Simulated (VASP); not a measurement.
# NbAlP2SO12 (Cc) in VASP: electric field gradients with PBE

Aim: the electric field gradients of NbAlP2SO12 with PBE.

All numbers are computed with VASP 6.6.1; they aren't measurements. Logs are shortened: lines on timing, memory, paths and dates and some standing lists are left out, and cuts for length are marked.

## 1. The cell of the first run

The structure is monoclinic, space group Cc (No. 9). The conventional cell has a = 14.929 Å, b = 8.572 Å, c = 8.875 Å, α = 90.00°, β = 124.00°, γ = 90.00°. Within 2.5 Å of Al (site symmetry 1) lie 6 O at 1.86 to 2.01 Å. Nb (site symmetry 1) has 6 O at 1.93 to 2.14 Å within 2.6 Å. P (site symmetry 1) has 4 O at 1.50 to 1.59 Å within 2.0 Å. P (site symmetry 1) has 4 O at 1.51 to 1.59 Å within 2.0 Å. Within 1.9 Å of S (site symmetry 1) lie 4 O at 1.46 to 1.51 Å. Within 2.0 Å of O (site symmetry 1) lie 1 P at 1.51 Å and 1 Al at 1.91 Å. O (site symmetry 1) has 1 S at 1.46 Å within 2.0 Å. O (site symmetry 1) has 1 P at 1.52 Å and 1 Al at 1.86 Å within 2.0 Å.

## 2. Electric field gradients, PBE

INCAR

```
SYSTEM = NbAlP2SO12
PREC = Accurate
ENCUT = 520
EDIFF = 1E-8
ISMEAR = -1
SIGMA = 0.02
LREAL = Auto
LASPH = .True.
NELM = 100
ALGO = Normal
ISIF = 2
LWAVE = .False.
LCHARG = .False.
GGA = PE
LEFG = .True.
NBANDS = 127
```

KPOINTS

```
regular mesh
0
Gamma
  3 3 3
  0 0 0
```

POSCAR

```
NbAlP2SO12
1.0
    7.4645140353     -4.2860729600      0.0000000000
    7.4645140353      4.2860729600      0.0000000000
   -4.9626189503      0.0000000000      7.3573738055
Al Nb P S O
2 2 4 2 24
Direct
    0.1400375700      0.6441554100      0.9328208900
    0.6441554100      0.1400375700      0.4328208900
    0.8491846200      0.3674696100      0.0816952100
    0.3674696100      0.8491846200      0.5816952100
    0.5172987500      0.4530977600      0.2442649900
    0.9578579700      0.7683109100      0.2442073600
    0.7683109100      0.9578579700      0.7442073600
    0.4530977600      0.5172987500      0.7442649900
    0.2640079400      0.0257507200      0.2469452800
    0.0257507200      0.2640079400      0.7469452800
    0.3485609400      0.4931587800      0.0802084600
    0.2354100400      0.8628521800      0.0855127600
    0.9932961700      0.7371242000      0.0784167400
    0.7371242000      0.9932961700      0.5784167400
    0.8628521800      0.2354100400      0.5855127600
    0.4931587800      0.3485609400      0.5802084600
    0.6342251900      0.5014806100      0.9178687800
    0.7842231900      0.1377926700      0.9163176000
    0.0097240400      0.2763813800      0.9119073600
    0.2763813800      0.0097240400      0.4119073600
    0.1377926700      0.7842231900      0.4163176000
    0.5014806100      0.6342251900      0.4178687800
    0.2843831100      0.5540304800      0.7839150500
    0.9384898400      0.7860303300      0.7819141700
    0.0535382300      0.4304252700      0.7735326800
    0.4304252700      0.0535382300      0.2735326800
    0.7860303300      0.9384898400      0.2819141700
    0.5540304800      0.2843831100      0.2839150500
    0.7031147900      0.4296432300      0.2253360800
    0.0944584500      0.2039763000      0.2254854800
    0.9366745700      0.5838347400      0.2196511100
    0.5838347400      0.9366745700      0.7196511100
    0.2039763000      0.0944584500      0.7254854800
    0.4296432300      0.7031147900      0.7253360800
```

Potentials or basis: VASP PAW PBE potentials, release 64 (Al, Nb_sv, P, S, O).

On the command line:

```bash
$ cat potpaw_PBE.64/Al/POTCAR potpaw_PBE.64/Nb_sv/POTCAR potpaw_PBE.64/P/POTCAR potpaw_PBE.64/S/POTCAR potpaw_PBE.64/O/POTCAR > POTCAR
$ mpirun -np 1 vasp_std > vasp.out
```

OUTCAR:

```text
SYSTEM = NbAlP2SO12
   PREC = Accurate
   ENCUT = 520
   EDIFF = 1E-8
   ISMEAR = -1
   LREAL = Auto
   LASPH = .True.
   NELM = 100
   ISIF = 2
   GGA = PE

 ion  position               nearest neighbor table
   1  0.140  0.644  0.933-  13 1.86  24 1.87  23 1.88  11 1.91  25 1.94  12 2.01
   2  0.644  0.140  0.433-  14 1.86  27 1.87  28 1.88  16 1.91  26 1.94  15 2.01
   3  0.849  0.367  0.082-  29 1.93  17 1.93  31 1.96  18 1.97  30 2.05  19 2.14
   4  0.367  0.849  0.582-  34 1.93  22 1.93  32 1.96  21 1.97  33 2.05  20 2.14
   5  0.517  0.453  0.244-  28 1.50  11 1.51  22 1.58  29 1.59
   6  0.958  0.768  0.244-  27 1.51  13 1.52  21 1.57  31 1.59
   7  0.768  0.958  0.744-  24 1.51  14 1.52  18 1.57  32 1.59
   8  0.453  0.517  0.744-  23 1.50  16 1.51  17 1.58  34 1.59
   9  0.264  0.026  0.247-  26 1.46  12 1.46  20 1.48  30 1.51
  10  0.026  0.264  0.747-  25 1.46  15 1.46  19 1.48  33 1.51
  11  0.349  0.493  0.080-   5 1.51   1 1.91
  12  0.235  0.863  0.086-   9 1.46   1 2.01
  13  0.993  0.737  0.078-   6 1.52   1 1.86
  14  0.737  0.993  0.578-   7 1.52   2 1.86
  15  0.863  0.235  0.586-  10 1.46   2 2.01
  16  0.493  0.349  0.580-   8 1.51   2 1.91
[... 16 lines left out ...]
  33  0.204  0.094  0.725-  10 1.51   4 2.05
  34  0.430  0.703  0.725-   8 1.59   4 1.93

  LATTYP: Found a base centered monoclinic cell.
 ALAT       =    14.9290280706
 B/A-ratio  =     0.5741931678
 C/A-ratio  =     0.5944526715
 COS(beta)  =    -0.5591934965

  Lattice vectors:

 A1 = (   7.4645140353,  -4.2860729600,   0.0000000000)
 A2 = (   7.4645140353,   4.2860729600,   0.0000000000)
 A3 = (  -4.9626189503,   0.0000000000,   7.3573738055)

Analysis of symmetry for initial positions (statically):
=====================================================================
 Subroutine PRICEL returns:
 Original cell was already a primitive cell.

 Routine SETGRP: Setting up the symmetry group for a
 base centered monoclinic supercell.

 Subroutine GETGRP returns: Found  2 space group operations
 (whereof  1 operations were pure point group operations)
 out of a pool of  4 trial point group operations.

The static configuration has the point symmetry C_1 .
 The point group associated with its full space group is C_1h.

[... 1407 lines left out ...]
------------------------ aborting loop because EDIFF is reached ----------------------------------------

  FORCE on cell =-STRESS in cart. coord.  units (eV):
  Direction    XX          YY          ZZ          XY          YZ          ZX
  --------------------------------------------------------------------------------------
  -------------------------------------------------------------------------------------
  Total       -6.4076374     -4.9603880     -5.1331469      0.0000000      0.0000000     -0.4881452
  in kB      -21.8069333    -16.8815500    -17.4694952      0.0000000      0.0000000     -1.6612908
  external PRESSURE =     -18.7193262 kB  Pullay stress =       0.0000000 kB

 VOLUME and BASIS-vectors are now :
 -----------------------------------------------------------------------------
  energy-cutoff  :      520.00
  volume of cell :      470.78
      direct lattice vectors                 reciprocal lattice vectors
     7.464514035 -4.286072960  0.000000000     0.066983597 -0.116656904  0.045181076
     7.464514035  4.286072960  0.000000000     0.066983597  0.116656904  0.045181076
    -4.962618950  0.000000000  7.357373805     0.000000000  0.000000000  0.135918063

 POSITION                                       TOTAL-FORCE (eV/Angst)
 -----------------------------------------------------------------------------------
      1.22438      2.16069      6.86311         0.068173     -0.022954      0.003571
      3.70569     -2.16069      3.18443         0.068173      0.022954      0.003571
      8.67631     -2.06467      0.60106        -0.130169      0.217350     -0.080554
      6.19500      2.06467      4.27975        -0.130169     -0.217350     -0.080554
      6.03134     -0.27517      1.79715         0.000422     -0.041761      0.005236
     11.67310     -0.81241      1.79672        -0.021320     -0.080985     -0.058117
[... 26 lines left out ...]
     -1.37264     -0.46940      5.33767         0.049034     -0.371706     -0.272271
      4.85592      1.17212      5.33657         0.412673      0.314095     -0.377076
 -----------------------------------------------------------------------------------
    total drift:                                0.008985      0.000000      0.015103

  FREE ENERGIE OF THE ION-ELECTRON SYSTEM (eV)
  ---------------------------------------------------
  free  energy   TOTEN  =      -253.2830452683 eV

  energy  without entropy=     -253.2830452683  energy(sigma->0) =     -253.28304527

 Electric field gradients (V/A^2)
---------------------------------------------------------------------
 ion       V_xx      V_yy      V_zz      V_xy      V_xz      V_yz
---------------------------------------------------------------------
   1       9.145    -9.443     0.298     9.119    18.326     3.241
   2       9.145    -9.443     0.298    -9.119    18.326    -3.241
   3     -35.282     5.833    29.449   -26.735   -51.926     5.775
   4     -35.282     5.833    29.449    26.735   -51.926    -5.775
   5       5.443    -5.748     0.305   -25.248    12.012    33.127
   6      16.269   -17.192     0.923    17.518    18.761   -23.922
[... 26 lines left out ...]
  33     -74.407   134.679   -60.272   -22.803    -6.324    29.451
  34      44.602    -5.747   -38.855    62.668   -19.325   -10.011
---------------------------------------------------------------------

 Electric field gradients after diagonalization (V/A^2)
 (convention: |V_zz| > |V_xx| > |V_yy|)
----------------------------------------------------------------------
 ion       V_xx      V_yy      V_zz     asymmetry (V_yy - V_xx)/ V_zz
----------------------------------------------------------------------
   1     -16.195    -9.769    25.965       0.248
   2     -16.195    -9.769    25.965       0.248
   3      64.172     5.715   -69.887       0.836
   4      64.172     5.715   -69.887       0.836
   5      34.135    15.129   -49.264       0.386
   6      28.926    15.272   -44.198       0.309
[... 26 lines left out ...]
  33     -77.610   -63.974   141.584       0.096
  34     -49.053   -41.522    90.575       0.083
----------------------------------------------------------------------

           NMR quadrupolar parameters

 Cq : quadrupolar parameter    Cq=e*Q*V_zz/h
 eta: asymmetry parameters     (V_yy - V_xx)/ V_zz
 Q  : nuclear electric quadrupole moment in mb (millibarn)
----------------------------------------------------------------------
 ion       Cq(MHz)       eta       Q (mb)
----------------------------------------------------------------------
   1       0.063       0.248       1.000
   2       0.063       0.248       1.000
   3      -0.169       0.836       1.000
   4      -0.169       0.836       1.000
   5      -0.119       0.386       1.000
   6      -0.107       0.309       1.000
[... 26 lines left out ...]
  33       0.342       0.096       1.000
  34       0.219       0.083       1.000
----------------------------------------------------------------------
```

OSZICAR:

```text
N       E                     dE             d eps       ncg     rms          rms(c)
DAV:   1     0.179867965130E+04    0.17987E+04   -0.11227E+05  2556   0.155E+03
DAV:   2    -0.119661998924E+03   -0.19183E+04   -0.18601E+04  3368   0.433E+02
DAV:   3    -0.287400426851E+03   -0.16774E+03   -0.16637E+03  3280   0.144E+02
[... 12 lines left out ...]
DAV:  16    -0.253283044952E+03   -0.74042E-06   -0.50672E-06  3512   0.101E-02    0.966E-03
DAV:  17    -0.253283045177E+03   -0.22561E-06   -0.27059E-06  3192   0.622E-03    0.338E-03
DAV:  18    -0.253283045246E+03   -0.68820E-07   -0.33912E-07  3488   0.272E-03    0.146E-03
DAV:  19    -0.253283045253E+03   -0.64756E-08   -0.10389E-07  2904   0.117E-03    0.481E-04
DAV:  20    -0.253283045273E+03   -0.19882E-07   -0.98470E-09  1776   0.576E-04    0.255E-04
DAV:  21    -0.253283045268E+03    0.42419E-08   -0.49697E-09  1720   0.362E-04
   1 F= -.25328305E+03 E0= -.25328305E+03  d E =-.186779E-12
```

stdout:

```text
POSCAR found type information on POSCAR AlNbP S O
 POSCAR found :  5 types and      34 ions
 scaLAPACK will be used
 LDA part: xc-table for (Slater+PW92), standard interpolation
 POSCAR, INCAR and KPOINTS ok, starting setup
 FFT: planning ... GRIDC
 FFT: planning ... GRID_SOFT
 FFT: planning ... GRID
 WAVECAR not read
 entering main loop
ion   1
     0.0000349    -0.5238990    -0.1661148    -0.0019680    -1.0433654    -0.5291020
     0.0000480    -0.5238990    -0.1661148    -0.0019680    -1.0433654    -0.5291020
     0.0000661    -0.5238990    -0.1661148    -0.0019680    -1.0433654    -0.5291020
     0.0000910    -0.5238990    -0.1661148    -0.0019680    -1.0433654    -0.5291020

     0.0000349    -7.9320464    -2.7186706    -0.1747812   -15.8116387    -7.9421488
     0.0000480    -7.9320398    -2.7186683    -0.1747810   -15.8116254    -7.9421422
     0.0000661    -7.9320286    -2.7186645    -0.1747807   -15.8116032    -7.9421310
     0.0000910    -7.9320101    -2.7186581    -0.1747803   -15.8115664    -7.9421125
[... 106 lines left out ...]
     0.0000293     2.5750504    63.8319579   -25.9171567    -4.6325162    31.0755333
     0.0000403     2.5750500    63.8319462   -25.9171519    -4.6325154    31.0755276
     0.0000555     2.5750492    63.8319264   -25.9171438    -4.6325139    31.0755180
     0.0000765     2.5750479    63.8318930   -25.9171302    -4.6325114    31.0755019

ion  12
     0.0000293   -11.2214685   -16.0230334   -13.6994281   -
```

Wall time 24 min (1 thread of Intel Xeon Platinum 8488C (Sapphire Rapids), shared host); peak memory 0.84 GiB.

Results:

- Free energy: -253.2830 eV
- Pressure: -1.9 GPa
- Largest force: 0.641 eV/Å
- Band gap on the k mesh: 2.69 eV, direct

Forces in eV/Å, atoms in the order of the input:
```
Al   0.068 -0.023  0.004
Al   0.068  0.023  0.004
Nb  -0.130  0.217 -0.081
Nb  -0.130 -0.217 -0.081
P    0.000 -0.042  0.005
P   -0.021 -0.081 -0.058
P   -0.021  0.081 -0.058
P    0.000  0.042  0.005
S    0.058  0.006  0.086
S    0.058 -0.006  0.086
O    0.041 -0.026  0.108
O    0.022 -0.003  0.032
O   -0.118  0.083  0.125
O   -0.118 -0.083  0.125
O    0.022  0.003  0.032
O    0.041  0.026  0.108
O   -0.011 -0.345  0.354
O    0.289  0.090  0.315
O   -0.171  0.210  0.191
O   -0.171 -0.210  0.191
O    0.289 -0.090  0.315
O   -0.011  0.345  0.354
O    0.060 -0.035 -0.022
O    0.030 -0.097 -0.050
O   -0.100  0.115 -0.072
O   -0.100 -0.115 -0.072
O    0.030  0.097 -0.050
O    0.060  0.035 -0.022
O    0.413 -0.314 -0.377
O    0.049  0.372 -0.272
O   -0.480 -0.068 -0.289
O   -0.480  0.068 -0.289
O    0.049 -0.372 -0.272
O    0.413  0.314 -0.377
```

Electric field gradients, principal values (V/Å²):
| atom | least | middle | greatest (by size) |
| --- | --- | --- | --- |
| 1 Al | -9.769 | -16.195 | 25.965 |
| 2 Al | -9.769 | -16.195 | 25.965 |
| 3 Nb | 5.715 | 64.172 | -69.887 |
| 4 Nb | 5.715 | 64.172 | -69.887 |
| 5 P | 15.129 | 34.135 | -49.264 |
| 6 P | 15.272 | 28.926 | -44.198 |
| 7 P | 15.272 | 28.926 | -44.198 |
| 8 P | 15.129 | 34.135 | -49.264 |
| 9 S | 8.019 | 18.811 | -26.830 |
| 10 S | 8.019 | 18.811 | -26.830 |
| 11 O | -50.315 | -56.700 | 107.015 |
| 12 O | -67.432 | -77.650 | 145.082 |
| 13 O | -50.242 | -57.304 | 107.546 |
| 14 O | -50.242 | -57.304 | 107.546 |
| 15 O | -67.432 | -77.650 | 145.082 |
| 16 O | -50.315 | -56.700 | 107.015 |
| 17 O | -41.198 | -50.008 | 91.206 |
| 18 O | -42.115 | -50.144 | 92.259 |
| 19 O | -64.214 | -80.207 | 144.421 |
| 20 O | -64.214 | -80.207 | 144.421 |
| 21 O | -42.115 | -50.144 | 92.259 |
| 22 O | -41.198 | -50.008 | 91.206 |
| 23 O | -50.354 | -55.951 | 106.305 |
| 24 O | -48.942 | -57.673 | 106.615 |
| 25 O | -66.788 | -77.622 | 144.410 |
| 26 O | -66.788 | -77.622 | 144.410 |
| 27 O | -48.942 | -57.673 | 106.615 |
| 28 O | -50.354 | -55.951 | 106.305 |
| 29 O | -41.522 | -49.053 | 90.575 |
| 30 O | -63.974 | -77.610 | 141.584 |
| 31 O | -40.041 | -49.460 | 89.501 |
| 32 O | -40.041 | -49.460 | 89.501 |
| 33 O | -63.974 | -77.610 | 141.584 |
| 34 O | -41.522 | -49.053 | 90.575 |

Caveat: without QUAD_EFG the Cq values of the log hold for a quadrupole moment of 1 mb, not for the nuclei. A k mesh can miss the band edges.
